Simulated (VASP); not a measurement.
A run of VASP 6.6.1:

Contents of INCAR:

```
SYSTEM = Tl
ALGO = Normal
EDIFF = 1E-6
ENCUT = 520
GGA = PE
ISIF = 2
ISMEAR = -4
LASPH = .True.
LCHARG = .True.
LELF = .True.
LREAL = .False.
LVHAR = .True.
LWAVE = .False.
NBANDS = 26
NELM = 60
PREC = Accurate
SIGMA = 0.1
```

File KPOINTS:

```
k-points
0
Gamma
  7 7 10
  0 0 0
```

POSCAR

```
Tl
1.0
    4.4993473980      0.0000000000      0.0000000000
   -2.2496736990      3.8965491471      0.0000000000
    0.0000000000      0.0000000000      2.7123751331
Tl
3
Direct
    0.0000000000      0.0000000000      0.0000000000
    0.3333333333      0.6666666667      0.5000000000
    0.6666666667      0.3333333333      0.5000000000
```

Potentials or basis: VASP PAW PBE potentials, release 64 (Tl_d).

The run is started by

```sh
$ cat potpaw_PBE.64/Tl_d/POTCAR > POTCAR
$ mpirun -np 1 vasp_std > vasp.out
```

Hardware: 1 thread of AMD EPYC 9R45 96-Core Processor (Zen 5), on a shared host.

Question: Estimate the wall time of this run.

Answer: It took 32 s on 1 thread of AMD EPYC 9R45 96-Core Processor (Zen 5) (shared host), peak memory 0.16 GiB. Counts: scf iterations 11, k points 48.
